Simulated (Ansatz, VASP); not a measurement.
# Two plane-wave programs on CaO

```
Ca O
1.0
     0.00000    2.38460    2.39755
     2.38460    0.00000    2.39755
     2.38460    2.38460    0.00000
Ca O
1 1
Direct
  0.00000 0.00000 0.00000
  0.50000 0.50000 0.50000
```

Change from the starting cell: biaxial_xy strain -0.5%.

Alike in both runs: task single point; functional r2SCAN; k mesh 10 × 10 × 10; no spin polarisation.

|  | VASP | Ansatz |
| --- | --- | --- |
| version | VASP 6.6.1 | Ansatz 0.2.0 |
| potentials or method | VASP PAW PBE potentials, release 64 (Ca_sv, O_h) | plane waves, PAW |
| plane-wave cutoff (eV) | 1480 | 500 |
| occupations | gaussian, width 0.01 eV | fixed |
| valence electrons in the cell | 16 | 16 |

Ansatz gave:

```
gap on the k mesh at the Fermi level (eV)                     : 4.19
pressure (GPa)                                                : 1.3
traceless stress, the component that is largest in VASP (GPa) : -0.65
```

Estimate VASP's values.

gap on the k mesh at the Fermi level (eV): 4.18; pressure (GPa): 2.3; traceless stress, the component that is largest in VASP (GPa): -0.70.

VASP's potentials were made for PBE, not for r2SCAN.
